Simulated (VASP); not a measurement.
Input of a VASP 6.6.1 run:

Contents of INCAR:

```
PREC     = Accurate       # precision mode
ENCUT    = 600            # plane-wave cutoff, eV
EDIFF    = 1E-6           # SCF threshold, eV
ISMEAR   = 0              # smearing method
SIGMA    = 0.1            # smearing width, eV
LREAL    = False          # projectors in reciprocal space
LASPH    = True           # aspherical terms in the spheres
NELM     = 80             # most SCF steps
ALGO     = Normal         # electronic algorithm
ISIF     = 3              # what is computed and relaxed
LWAVE    = False          # write WAVECAR
LCHARG   = False          # write CHGCAR
GGA      = PE             # functional
IBRION   = 2              # ionic algorithm
NSW      = 90             # ionic steps
EDIFFG   = -0.04          # ionic threshold
```

KPOINTS

```
Automatic mesh
0
Gamma
  6 6 4
```

The input POSCAR:

```
Nb3C
1.0
    5.3224914124      0.0000000000      0.0000000000
   -2.6612457062      4.6094127746      0.0000000000
    0.0000000000      0.0000000000      4.8078724160
Nb C
6 2
Direct
    0.3357044993      0.1678522496      0.7500000000
    0.8321477504      0.6642955007      0.7500000000
    0.1678522496      0.8321477504      0.2500000000
    0.6642955007      0.8321477504      0.2500000000
    0.1678522496      0.3357044993      0.2500000000
    0.8321477504      0.1678522496      0.7500000000
    0.6666666667      0.3333333333      0.2500000000
    0.3333333333      0.6666666667      0.7500000000
```

Potentials or basis: VASP PAW PBE potentials, release 64 (Nb_sv, C).

Launch:

```bash
$ cat potpaw_PBE.64/Nb_sv/POTCAR potpaw_PBE.64/C/POTCAR > POTCAR
$ mpirun -np 1 vasp_std > vasp.out
```

Question: What does it give for the band gap on the k mesh?

Answer: Zero (bands 43 and 44 overlap by 1.60 eV).

Question: Estimate the relaxed cell.

Answer: a = 5.347 Å, b = 5.347 Å, c = 4.751 Å, α = 90.00°, β = 90.00°, γ = 120.00°.

Question: Estimate the relaxed volume.

Answer: 14.70 Å³/atom.

Question: Estimate the space group after relaxing (to 0.1 Å).

Answer: P6_3/mmc (No. 194).

Final structure:
```xyz
8
Lattice="5.3466 0.0000 0.0000 -2.6733 4.6303 0.0000 0.0000 0.0000 4.7509" Properties=species:S:1:pos:R:3 pbc="T T T"
Nb    1.3472    0.7778    3.5631
Nb    2.6733    3.0747    3.5631
Nb   -1.3261    3.8525    1.1877
Nb    1.3261    3.8525    1.1877
Nb    0.0000    1.5556    1.1877
Nb    3.9995    0.7778    3.5631
C     2.6733    1.5434    1.1877
C     0.0000    3.0869    3.5631
```
